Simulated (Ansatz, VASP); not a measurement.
**Two plane-wave programs on GaP**

Contents of INCAR:

```
PREC     = Accurate       # precision mode
ENCUT    = 520            # plane-wave cutoff, eV
EDIFF    = 1E-6           # SCF threshold, eV
ISMEAR   = 1              # smearing method
SIGMA    = 0.4            # smearing width, eV
LREAL    = False          # projectors in reciprocal space
LASPH    = True           # aspherical terms in the spheres
NELM     = 60             # most SCF steps
ALGO     = Normal         # electronic algorithm
ISIF     = 2              # what is computed and relaxed
LWAVE    = False          # write WAVECAR
LCHARG   = True           # write CHGCAR
GGA      = PE             # functional
LELF     = True           # ELF
LVHAR    = True         
NBANDS   = 16             # bands
```

Contents of KPOINTS:

```
regular mesh
0
Gamma
  10 10 10
```

Contents of POSCAR:

```
GaP
1.0
    0.0000000000      2.8020576903      2.5778930751
    2.8020576903      0.0000000000      2.5778930751
    2.8020576903      2.8020576903      0.0000000000
Ga P
1 1
Direct
    0.0000000000      0.0000000000      0.0000000000
    0.7500000000      0.7500000000      0.7500000000
```

Input for Ansatz:

```yaml
crystal:
  lattice:
    - [0.0, 2.8020576903, 2.5778930751]
    - [2.8020576903, 0.0, 2.5778930751]
    - [2.8020576903, 2.8020576903, 0.0]
  atoms:
    - { symbol: Ga, position: [0.0, 0.0, 0.0] }
    - { symbol: P, position: [0.75, 0.75, 0.75] }
basis:
  ecutwfc: 420
kpoints:
  mp_grid: { grid: [10, 10, 10] }
hamiltonian:
  xc: pbe
scf:
  occupations: { method: methfessel_paxton, width: 0.4 }
output:
  forces: true
  stress: true
  eigenvalues: true
```

Alike in both runs: task single point; functional PBE; k mesh 10 × 10 × 10; occupations methfessel-paxton of order 1, width 0.4 eV; no spin polarisation.

```csv
,VASP,Ansatz
version,VASP 6.6.1,Ansatz 0.2.0
potentials or method,"VASP PAW PBE potentials, release 64 (Ga_d, P), cutoff 520 eV","scalar-relativistic, plane waves, PAW"
valence electrons in the cell,18,18
```

Ansatz gave:

| Property | Result |
| --- | --- |
| pressure (GPa) | 2.3 |
| traceless stress, the component that is largest in VASP (GPa) | 3.48 |

Problem. Estimate VASP's values.

Solution. Pressure (GPa): 2.3; traceless stress, the component that is largest in VASP (GPa): 3.45.
